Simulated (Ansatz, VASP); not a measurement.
**One calculation of In, two programs**

Contents of INCAR:

```
SYSTEM = In
  ALGO = Normal
  EDIFF = 1E-6
  ENCUT = 520
  GGA = PS
  ISIF = 2
  ISMEAR = -1
  LASPH = .True.
  LCHARG = .False.
  LREAL = .False.
  LWAVE = .False.
  NBANDS = 12
  NELM = 80
  PREC = Accurate
  SIGMA = 0.05
```

Contents of KPOINTS:

```
k-points
0
Gamma
  14 14 14
  0 0 0
```

File POSCAR:

```
In
1.0
    2.2194226976      0.0000000000      0.0000000000
    0.0000000000      2.2194226976      0.0000000000
    0.0000000000      0.0000000000      2.2194226976
In
1
Direct
    0.0000000000      0.0000000000      0.0000000000
```

Input for Ansatz:

```yaml
crystal:
  lattice:
    - [2.2194226976, 0.0, 0.0]
    - [0.0, 2.2194226976, 0.0]
    - [0.0, 0.0, 2.2194226976]
  atoms:
    - { symbol: In, position: [0.0, 0.0, 0.0] }
kpoints:
  mp_grid: { grid: [14, 14, 14] }
scf:
  occupations: { method: fermi_dirac, width: 0.05 }
hamiltonian:
  xc: pbesol
  pseudopotentials: { kind: all_electron, datasets: crystal }
output:
  forces: true
  stress: true
  eigenvalues: true
```

Change from the starting cell: volume scaled by 0.4, crystal datasets.

Alike in both runs: task single point; functional PBEsol; k mesh 14 × 14 × 14; occupations fermi-dirac, width 0.05 eV; no spin polarisation.

|  | VASP | Ansatz |
| --- | --- | --- |
| version | VASP 6.6.1 | Ansatz 0.2.0 |
| potentials or method | VASP PAW PBE potentials, release 64 (In_d), cutoff 520 eV | all-electron PAW with datasets made for the crystal, scalar-relativistic |

```csv
,VASP,Ansatz,Ansatz less VASP
pressure (GPa),391.3,388.3,-3.05
```

VASP's potentials were made for PBE, not for PBEsol. Both programs put the cell under a high pressure, so it lies far from rest at this level. Ansatz ran all-electron here, and VASP with PAW potentials.

Noted on VASP's run: the cell as given lies far from equilibrium.
